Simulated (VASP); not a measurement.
# Tc (P6_3/mmc) in VASP: further runs

Aim: see how the results for Tc move with the level of theory and the settings. Levels: PBE, PBEsol. Tasks: single point.

Everything below comes from runs of VASP 6.6.1. Logs are shortened: lines on timing, memory, paths and dates and some standing lists are left out, and cuts for length are marked.

### Step 1. The cell of the first run

The structure is hexagonal, space group P6_3/mmc (No. 194). Conventional cell: a = 2.740 Å, b = 2.740 Å, c = 4.398 Å, α = 90.00°, β = 90.00°, γ = 120.00°. Within 3.6 Å of Tc (site symmetry -6m2) lie 12 Tc at 2.71 to 2.74 Å.

### Step 2. Single point, PBE

INCAR reads:

```
  ALGO = Normal
  EDIFF = 1E-7
  ENCUT = 520
  GGA = PE
  ISIF = 2
  ISMEAR = 1
  LASPH = T
  LCHARG = F
  LREAL = F
  LWAVE = F
  NBANDS = 20
  NELM = 100
  PREC = Accurate
  SIGMA = 0.1
```

KPOINTS reads:

```
k-points
0
Gamma
  18 18 10
```

POSCAR reads:

```
Tc
1.0
    2.7400000000      0.0000000000      0.0000000000
   -1.3700000000      2.3729096064      0.0000000000
    0.0000000000      0.0000000000      4.3980000000
Tc
2
Direct
    0.6666666667      0.3333333333      0.7500000000
    0.3333333333      0.6666666667      0.2500000000
```

Potentials or basis: VASP PAW PBE potentials, release 64 (Tc_pv).

Command:

```sh
> cat potpaw_PBE.64/Tc_pv/POTCAR > POTCAR
> mpirun -np 1 vasp_std > vasp.out
```

OUTCAR:

```text
EDIFF = 1E-7
   ENCUT = 520
   GGA = PE
   ISIF = 2
   ISMEAR = 1
   LASPH = T
   LREAL = F
   NELM = 100
   PREC = Accurate

 ion  position               nearest neighbor table
   1  0.667  0.333  0.750-   2 2.71   2 2.71   2 2.71   2 2.71   2 2.71   2 2.71
   2  0.333  0.667  0.250-   1 2.71   1 2.71   1 2.71   1 2.71   1 2.71   1 2.71

  LATTYP: Found a hexagonal cell.
 ALAT       =     2.7400000000
 C/A-ratio  =     1.6051094891

  Lattice vectors:

 A1 = (   2.7400000000,   0.0000000000,   0.0000000000)
 A2 = (  -1.3700000000,   2.3729096064,   0.0000000000)
 A3 = (   0.0000000000,   0.0000000000,   4.3980000000)

Analysis of symmetry for initial positions (statically):
=====================================================================
 Subroutine PRICEL returns:
 Original cell was already a primitive cell.

 Routine SETGRP: Setting up the symmetry group for a
 hexagonal supercell.

 Subroutine GETGRP returns: Found 24 space group operations
 (whereof 12 operations were pure point group operations)
 out of a pool of 24 trial point group operations.

The static configuration has the point symmetry D_3d.
 The point group associated with its full space group is D_6h.

Analysis of symmetry for dynamics (positions and initial velocities):
=====================================================================
 Subroutine PRICEL returns:
 Original cell was already a primitive cell.

 Routine SETGRP: Setting up the symmetry group for a
 hexagonal supercell.

 Subroutine GETGRP returns: Found 24 space group operations
 (whereof 12 operations were pure point group operations)
 out of a pool of 24 trial point group operations.

The dynamic configuration has the point symmetry D_3d.
 The point group associated with its full space group is D_6h.

 Subroutine INISYM returns: Found 24 space group operations
 (whereof 12 operations are pure point group operations),
 and found     1 'primitive' translations

----------------------------------------------------------------------------------------

                                     Primitive cell

  volume of cell :      28.5948

  direct lattice vectors                    reciprocal lattice vectors
     2.740000000  0.000000000  0.000000000     0.364963504  0.210711777  0.000000000
    -1.370000000  2.372909606  0.000000000     0.000000000  0.421423554  0.000000000
     0.000000000  0.000000000  4.398000000     0.000000000  0.000000000  0.227376080

  length of vectors
     2.740000000  2.740000000  4.398000000     0.421423554  0.421423554  0.227376080

  position of ions in fractional coordinates (direct lattice)
     0.666666667  0.333333333  0.750000000
     0.333333333  0.666666667  0.250000000

  ion indices of the primitive-cell ions
   primitive index   ion index
                 1           1
                 2           2

----------------------------------------------------------------------------------------

 KPOINTS: k-points

Automatic generation of k-mesh.
 Grid dimensions read from file:
 generate k-points for:   18   18   10

 Generating k-lattice:

  Cartesian coordinates                     Fractional coordinates (reciprocal lattice)
     0.020275750  0.011706210  0.000000000     0.055555556  0.000000000  0.000000000
     0.000000000  0.023412420  0.000000000     0.000000000  0.055555556  0.000000000
     0.000000000  0.000000000  0.022737608     0.000000000  0.000000000  0.100000000

  Length of vectors
     0.023412420  0.023412420  0.022737608

  Shift w.r.t. Gamma in fractional coordinates (k-lattice)
     0.000000000  0.000000000  0.000000000

 Subroutine IBZKPT returns following result:
 ===========================================

 Found    222 irreducible k-points:

 Following reciprocal coordinates:
            Coordinates               Weight
  0.000000  0.000000  0.000000      1.000000
  0.055556  0.000000  0.000000      6.000000
  0.111111  0.000000  0.000000      6.000000
  0.166667 -0.000000  0.000000      6.000000
  0.222222 -0.000000  0.000000      6.000000
  0.277778  0.000000  0.000000      6.000000
[... 16 lines left out ...]
  0.333333  0.111111  0.000000     12.000000
  0.388889  0.111111  0.000000     12.000000
 [... further k-points ...]
   k-points           NKPTS =    222   k-points in BZ     NKDIM =    222   number of bands    NBANDS=     20
   number of dos      NEDOS =    301   number of ions     NIONS =      2
   total plane-waves  NPLWV =  14400
   dimension x,y,z NGX =    20 NGY =   20 NGZ =   36
   dimension x,y,z NGXF=    40 NGYF=   40 NGZF=   72
   ions per type =               2
   NGX,Y,Z   is equivalent  to a cutoff of  12.13, 12.13, 13.61 a.u.
   NGXF,Y,Z  is equivalent  to a cutoff of  24.27, 24.27, 27.22 a.u.
 SYSTEM =  unknown system
   PREC   = accura    normal or accurate (medium, high low for compatibility)
   ISTART =      0    job   : 0-new  1-cont  2-samecut
   ICHARG =      2    charge: 1-file 2-atom 10-const
   ISPIN  =      1    spin polarized calculation?
   LNONCOLLINEAR =      F non collinear calculations
   LSORBIT =      F    spin-orbit coupling
   LASPH  =      T    aspherical Exc in radial PAW
   ENCUT  =  520.0 eV  38.22 Ry    6.18 a.u.   5.09  5.09  8.18*2*pi/ulx,y,z
   NELM   =    100;   NELMIN=  2; NELMDL= -5     # of ELM steps
   EDIFF  = 0.1E-06   stopping-criterion for ELM
   LREAL  =      F    real-space projection
   EDIFFG = 0.1E-05   stopping-criterion for IOM
   NSW    =      0    number of steps for IOM
   IBRION =     -1    ionic relax: 0-MD 1-quasi-New 2-CG
   NFREE  =      0    steps in history (QN), initial steepest desc. (CG)
   ISIF   =      2    stress and relaxation
   ISYM   =      2    0-nonsym 1-usesym 2-fastsym
   POTIM  = 0.5000    time-step for ionic-motion
   TEBEG  =    0.0;   TEEND  =   0.0 temperature during run
   PSTRESS=    0.0 pullay stress
   NELECT =      26.0000    total number of electrons
   NUPDOWN=      -1.0000    fix difference up-down
   EMIN   =  10.00;   EMAX   =-10.00  energy-range for DOS
   EFERMI =   0.00;   METHOD = LEGACY
   ISMEAR =     1;   SIGMA  =   0.10  broadening in eV -4-tet -1-fermi 0-gaus
   EFERMI_NEDOS =   21; number of points for ismear=-14 and -15
   IALGO  =     38    algorithm
   IMIX   =      4    mixing-type and parameters
     AMIX     =   0.40;   BMIX     =  1.00
     AMIX_MAG =   1.60;   BMIX_MAG =  1.00
  volume/ion in A,a.u.               =      14.30        96.48
  Fermi-wavevector in a.u.,A,eV,Ry     =   1.586002  2.997108 34.224109  2.515401
  Thomas-Fermi vector in A             =   2.685380
   LORBIT       =      0    0 simple, 1 ext, 2 COOP (PROOUT), +10 PAW based schemes
   GGA     = PE    functional components
   LHFCALC =     F    Hartree Fock is set to
   AEXX    =    0.0000 exact exchange contribution
   IVDW    =     0    specifies the selected vdW correction
   LEPSILON=     F    determine dielectric tensor
   LRPA    =     F    only Hartree local field effects (RPA)
 non-spin polarized calculation
 Methfessel and Paxton  Order N= 1 SIGMA  =   0.10
  energy-cutoff  :      520.00
  volume of cell :       28.59
 maximum number of plane-waves:       785
   NGX = 11   NGY = 11   NGZ = 17

 number of electron      25.9999998 magnetization

 Free energy of the ion-electron system (eV)
  ---------------------------------------------------
  ext. energy  EPLUGINS =         0.00000000
  ---------------------------------------------------
  free energy    TOTEN  =       -20.70143989 eV

  energy without entropy =      -20.70193317  energy(sigma->0) =      -20.70160431

 E-fermi :  12.6368     XC(G=0): -13.8022

 val. band max:       12.6269788948   @ k =   0.0556   0.0000   0.1000
 cond. band min:      12.6369697024   @ k =   0.1111   0.1111   0.0000
 fundamental gap:      0.0099908076
 Fermi energy:        12.6368458716

 k-point     1 :       0.0000    0.0000    0.0000
  band No.  band energies     occupation
      1     -26.7864      2.00000
      2     -25.6762      2.00000
      3     -25.6762      2.00000
      4     -25.4904      2.00000
      5     -25.4904      2.00000
      6     -25.4544      2.00000
[... 12 lines left out ...]
     19      23.7310      0.00000
     20      26.9792      0.00000

 k-point     2 :       0.0556    0.0000    0.0000
  band No.  band energies     occupation
      1     -26.7737      2.00000
      2     -25.7050      2.00000
      3     -25.6856      2.00000
      4     -25.5203      2.00000
      5     -25.4944      2.00000
      6     -25.4597      2.00000
[... 12 lines left out ...]
     19      23.7159      0.00000
     20      27.2148      0.00000

 k-point     3 :       0.1111    0.0000    0.0000
  band No.  band energies     occupation
      1     -26.7366      2.00000
      2     -25.7879      2.00000
      3     -25.7122      2.00000
      4     -25.6056      2.00000
      5     -25.5062      2.00000
      6     -25.4757      2.00000
[... 12 lines left out ...]
     19      23.6578      0.00000
     20      27.8491      0.00000

 k-point     4 :       0.1667   -0.0000    0.0000
  band No.  band energies     occupation
      1     -26.6773      2.00000
      2     -25.9148      2.00000
      3     -25.7518      2.00000
      4     -25.7336      2.00000
      5     -25.5253      2.00000
      6     -25.5024      2.00000
[... 12 lines left out ...]
     19      23.5393      0.00000
     20      28.5369      0.00000

 k-point     5 :       0.2222   -0.0000    0.0000
  band No.  band energies     occupation
      1     -26.5994      2.00000
      2     -26.0701      2.00000
      3     -25.8861      2.00000
      4     -25.7990      2.00000
      5     -25.5498      2.00000
      6     -25.5402      2.00000
[... 12 lines left out ...]
     19      23.3691      0.00000
     20      28.1749      0.00000
[... 353 lines left out ...]
      6     -25.6051      2.00000
[... 12 lines left out ...]
     19      23.2432      0.00000
     20      26.5987      0.00000

 k-point    22 :       0.2778    0.1111    0.0000
  band No.  band energies     occupation
      1     -26.3828      2.00000
      2     -26.3720      2.00000
      3     -26.2174      2.00000
      4     -25.9182      2.00000
      5     -25.6673      2.00000
      6     -25.6627      2.00000
[... 12 lines left out ...]
     19      23.3527      0.00000
     20      24.8549      0.00000

 k-point    23 :       0.3333    0.1111    0.0000
  band No.  band energies     occupation
      1     -26.4879      2.00000
      2     -26.2992      2.00000
      3     -26.2896      2.00000
      4     -25.9736      2.00000
      5     -25.7246      2.00000
      6     -25.6944      2.00000
[... 12 lines left out ...]
     19      23.9511      0.00000
     20      24.4757      0.00000

 k-point    24 :       0.3889    0.1111    0.0000
  band No.  band energies     occupation
      1     -26.5631      2.00000
      2     -26.3523      2.00000
      3     -26.2141      2.00000
      4     -26.0091      2.00000
      5     -25.7797      2.00000
      6     -25.7121      2.00000
[... 12 lines left out ...]
     19      24.2261      0.00000
     20      24.9568      0.00000

 [... further k-points ...]

------------------------ aborting loop because EDIFF is reached ----------------------------------------

  FORCE on cell =-STRESS in cart. coord.  units (eV):
  Direction    XX          YY          ZZ          XY          YZ          ZX
  --------------------------------------------------------------------------------------
  -------------------------------------------------------------------------------------
  Total        0.4614003      0.4614003      0.2451637     -0.0000000      0.0000000     -0.0000000
  in kB       25.8524340     25.8524340     13.7366141     -0.0000000      0.0000000     -0.0000000
  external PRESSURE =      21.8138274 kB  Pullay stress =       0.0000000 kB

 VOLUME and BASIS-vectors are now :
 -----------------------------------------------------------------------------
  energy-cutoff  :      520.00
  volume of cell :       28.59
      direct lattice vectors                 reciprocal lattice vectors
     2.740000000  0.000000000  0.000000000     0.364963504  0.210711777  0.000000000
    -1.370000000  2.372909606  0.000000000     0.000000000  0.421423554  0.000000000
     0.000000000  0.000000000  4.398000000     0.000000000  0.000000000  0.227376080

 POSITION                                       TOTAL-FORCE (eV/Angst)
 -----------------------------------------------------------------------------------
      1.37000      0.79097      3.29850         0.000000     -0.000000      0.000000
     -0.00000      1.58194      1.09950        -0.000000      0.000000      0.000000
 -----------------------------------------------------------------------------------
    total drift:                               -0.000000      0.000000     -0.000000

  FREE ENERGIE OF THE ION-ELECTRON SYSTEM (eV)
  ---------------------------------------------------
  free  energy   TOTEN  =       -20.7014398862 eV

  energy  without entropy=      -20.7019331691  energy(sigma->0) =      -20.70160431
```

Run time: 1.7 min. Hardware: 1 thread of Intel Xeon 8259CL, shared host; peak memory 0.22 GiB.

Results:

```
Free energy            : -20.7014 eV
Pressure               : 2.2 GPa
Band gap on the k mesh : zero (bands 13 and 14 overlap by 3.40 eV)
```

### Step 3. Single point, PBEsol

This run uses another cell than the first one, of 12.96 Å³/atom.

INCAR reads:

```
  PREC = Accurate
  ENCUT = 520
  EDIFF = 1E-7
  ISMEAR = -1
  SIGMA = 0.05
  LREAL = F
  LASPH = T
  NELM = 80
  ALGO = Normal
  ISIF = 2
  LWAVE = F
  LCHARG = F
  GGA = PS
  NBANDS = 20
```

KPOINTS reads:

```
Automatic mesh
0
Gamma
  11 11 6
```

POSCAR reads:

```
Tc
1.0
    2.6521128256      0.0000000000      0.0000000000
   -1.3260564128      2.2967970807      0.0000000000
    0.0000000000      0.0000000000      4.2539902960
Tc
2
Direct
    0.6666666667      0.3333333333      0.7500000000
    0.3333333333      0.6666666667      0.2500000000
```

Potentials or basis: VASP PAW PBE potentials, release 64 (Tc_pv).

Command:

```sh
> cat potpaw_PBE.64/Tc_pv/POTCAR > POTCAR
> mpirun -np 1 vasp_std > vasp.out
```

It took 44 s on 1 thread of AMD EPYC 7R13, shared host; peak memory 0.12 GiB.

Results (log left out):

```
Free energy            : -22.3658 eV
Pressure               : 29.3 GPa
Band gap on the k mesh : zero (bands 13 and 14 overlap by 3.61 eV)
```

Levels at points of the mesh, in eV from the Fermi level:
| k point | band 10 | band 11 | band 12 | band 13 | band 14 | band 15 | band 16 | band 17 |
| --- | --- | --- | --- | --- | --- | --- | --- | --- |
| (0.00, 0.00, 0.00) | -1.83 | -1.73 | -0.98 | -0.98 | -0.16 | -0.16 | 1.98 | 2.91 |
| (0.00, 0.00, 0.50) | -2.07 | -1.97 | -1.97 | -1.97 | -1.97 | 2.17 | 2.17 | 2.17 |

Caveat: the cell stands under pressure; the PAW data sets were made with another functional, which shifts forces and pressure a little.

### Step 4. Single point, PBEsol

This run uses another cell than the first one, of 13.26 Å³/atom.

INCAR reads:

```
SYSTEM = Tc
ALGO     = Normal         ! electronic algorithm
EDIFF    = 1E-6           ! SCF threshold, eV
ENCUT    = 520            ! plane-wave cutoff, eV
GGA      = PS             ! functional
ISIF     = 2              ! what is computed and relaxed
ISMEAR   = -1             ! smearing method
LASPH    = .True.         ! aspherical terms in the spheres
LCHARG   = .True.         ! write CHGCAR
LELF     = .True.         ! ELF
LREAL    = .False.        ! projectors in reciprocal space
LVHAR    = .True.       
LWAVE    = .False.        ! write WAVECAR
NBANDS   = 20             ! bands
NELM     = 100            ! most SCF steps
PREC     = Accurate       ! precision mode
SIGMA    = 0.05           ! smearing width, eV
```

KPOINTS reads:

```
k-points
0
Gamma
  11 11 6
  0 0 0
```

POSCAR reads:

```
Tc
1.0
    2.6723681520      0.0000000000      0.0000000000
   -1.3361840760      2.3143387079      0.0000000000
    0.0000000000      0.0000000000      4.2876930874
Tc
2
Direct
    0.6666666667      0.3333333333      0.7500000000
    0.3333333333      0.6666666667      0.2500000000
```

Command:

```sh
> cat potpaw_PBE.64/Tc_pv/POTCAR > POTCAR
> mpirun -np 1 vasp_std > vasp.out
```

Run time: 42 s. Hardware: 1 thread of AMD EPYC 7R13, shared host; peak memory 0.12 GiB.

The run converged. Its results:

```
Free energy            : -22.4581 eV
Pressure               : 19.3 GPa
Band gap on the k mesh : zero (bands 13 and 14 overlap by 3.49 eV)
```

Levels at points of the mesh, in eV from the Fermi level:
```csv
k point,band 10,band 11,band 12,band 13,band 14,band 15,band 16,band 17
"(0.00, 0.00, 0.00)",-1.75,-1.67,-0.94,-0.94,-0.14,-0.14,1.89,2.83
"(0.00, 0.00, 0.50)",-2.03,-1.89,-1.89,-1.89,-1.89,2.10,2.10,2.10
```

Caveat: the cell stands under pressure; the PAW data sets were made with another functional, which shifts forces and pressure a little.

(Part 1 of 2 ends here.)
